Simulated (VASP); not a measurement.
A run of VASP 6.6.1:

Contents of INCAR:

```
SYSTEM = Sr3Ru
PREC = Accurate
ENCUT = 520
EDIFF = 1E-6
ISMEAR = 0
SIGMA = 0.1
LREAL = .FALSE.
LASPH = .TRUE.
NELM = 80
ALGO = Normal
ISIF = 2
LWAVE = .FALSE.
LCHARG = .FALSE.
GGA = PE
NBANDS = 30
```

KPOINTS

```
Automatic mesh
0
G
  4 4 4
  0 0 0
```

POSCAR

```
Sr3Ru
1.0
    5.0523722867      0.0000000000      0.0000000000
    0.0000000000      5.0523722867      0.0000000000
    0.0000000000      0.0000000000      5.0523722867
Sr Ru
3 1
Direct
    0.0000000000      0.5000000000      0.5000000000
    0.5000000000      0.0000000000      0.5000000000
    0.5000000000      0.5000000000      0.0000000000
    0.0000000000      0.0000000000      0.0000000000
```

Potentials or basis: VASP PAW PBE potentials, release 64 (Sr_sv, Ru_pv).

Command:

```console
$ cat potpaw_PBE.64/Sr_sv/POTCAR potpaw_PBE.64/Ru_pv/POTCAR > POTCAR
$ mpirun -np 1 vasp_std > vasp.out
```

Hardware: 1 thread of Oxide Virtual Turin-like Processor, with other jobs on the host.

Problem. How long does it take, and how much memory?

Solution. Wall time 54 s on 1 thread of Oxide Virtual Turin-like Processor (shared host), peak memory 0.22 GiB. Counts: scf iterations 17, k points 10.
